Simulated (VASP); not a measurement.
Set up this calculation in VASP 6.6.1, as the native input.

```
Task                   : single point
Functional             : PBEsol
Potentials or basis    : VASP PAW PBE potentials, release 64 (B, N)
Cutoff                 : 520 eV
k mesh                 : 12 × 12 × 4
Occupations            : gaussian, width 0.05 eV
Spin                   : no spin polarisation
Dipole correction      : no
Further INCAR settings : ALGO = Normal; EDIFF = 1e-07; NBANDS = 16
```

The structure of BN lies in POSCAR:

```
BN
1.0
    2.5043488457      0.0000000000      0.0000000000
   -1.2521744229      2.1688297203      0.0000000000
    0.0000000000      0.0000000000      7.0190956742
B N
2 2
Direct
    0.3389004245      0.6707420603      0.2500000000
    0.6722337579      0.3374087269      0.7500000000
    0.3333333333      0.6666666667      0.7500000000
    0.6666666667      0.3333333333      0.2500000000
```

This cell differs from its parent crystal: all B atoms moved +0.013 Å, as atom 1 along Cartesian [1 1 0].

These files were run (other wordings do the same):

INCAR

```
SYSTEM = BN
PREC = Accurate ; ENCUT = 520
EDIFF = 1E-7 ; ISMEAR = 0
SIGMA = 0.05 ; LREAL = .False.
LASPH = .True. ; NELM = 60
ALGO = Normal ; ISIF = 2
LWAVE = .False. ; LCHARG = .False.
GGA = PS ; NBANDS = 16
```

KPOINTS

```
regular mesh
0
Gamma
  12 12 4
  0 0 0
```

Potentials or basis: VASP PAW PBE potentials, release 64 (B, N).

Command:

```bash
$ cat potpaw_PBE.64/B/POTCAR potpaw_PBE.64/N/POTCAR > POTCAR
$ mpirun -np 1 vasp_std > vasp.out
```

Results of the run:

```json
{
  "Pressure": "0.3 GPa",
  "Largest force": "0.527 eV/Å",
  "Band gap on the k mesh": "4.25 eV, indirect (least direct gap 4.60 eV)"
}
```

Caveat: the cell differs from its parent crystal (all B atoms moved +0.013 Å, as atom 1 along Cartesian [1 1 0]); the PAW data sets were made with another functional, which shifts forces and pressure a little; this functional lacks dispersion, which binds the layers, so the pressure and a relaxed spacing across them are unreliable.

Run time: 110 s on 1 thread of Intel Xeon 6975P-C, with other jobs on the host, peak memory 0.23 GiB.
